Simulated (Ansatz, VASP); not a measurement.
## Mg4O: VASP beside Ansatz

```
CELL_PARAMETERS angstrom
3.14661 0.00000 0.00000
0.00000 5.03889 0.00000
0.00000 0.00000 20.58461
ATOMIC_POSITIONS crystal
Mg 0.00000 0.75000 0.19432
Mg 0.50000 0.25000 0.23845
Mg 0.50000 0.75000 0.33061
Mg 0.00000 0.25000 0.36846
O 0.12500 0.37500 0.55452
```

Alike in both runs: task single point; functional LDA; k mesh 8 × 5 × 1; occupations gaussian, width 0.1 eV; no spin polarisation.

```csv
,VASP,Ansatz
version,VASP 6.6.1,Ansatz 0.2.0
potentials or method,"VASP PAW LDA potentials, release 64 (Mg, O), cutoff 520 eV","scalar-relativistic, plane waves, PAW"
valence electrons in the cell,14,46
```

|  | VASP | Ansatz | Ansatz less VASP |
| --- | --- | --- | --- |
| gap on the k mesh at the Fermi level (eV) | none | none | - |
| rms of the force components (eV/Å) | 0.202 | 0.200 | -0.0014 |

LDA's correlation is that of Perdew and Zunger in VASP and of Perdew and Wang (1992) in Ansatz. Atom by atom the forces differ by 0.007 eV/Å (rms over components). A gap of «none» marks a metal or a gap that the smearing closes. VASP's potentials hold 14 valence electrons a cell and Ansatz's 46, so a difference there can come from the potentials and not from the codes.
